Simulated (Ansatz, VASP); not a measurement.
In in VASP and in Ansatz

```
CELL_PARAMETERS angstrom
-1.85865 1.85865 1.85865
1.85865 -1.85865 1.85865
1.85865 1.85865 -1.85865
ATOMIC_POSITIONS crystal
In 0.00000 0.00000 0.00000
```

Alike in both runs: task single point; functional RPBE; k mesh 13 × 13 × 13; occupations fermi-dirac, width 0.1 eV; no spin polarisation.

```csv
,VASP,Ansatz
version,VASP 6.6.1,Ansatz 0.2.0
potentials or method,"VASP PAW PBE potentials, release 64 (In_d), cutoff 520 eV","plane waves (420 eV) with PAW, scalar-relativistic"
valence electrons in the cell,13,13
```

```tsv
	VASP	Ansatz	Ansatz less VASP
pressure (GPa)	5.0	5.0	+0.07
```

VASP's potentials were made for PBE, not for RPBE.
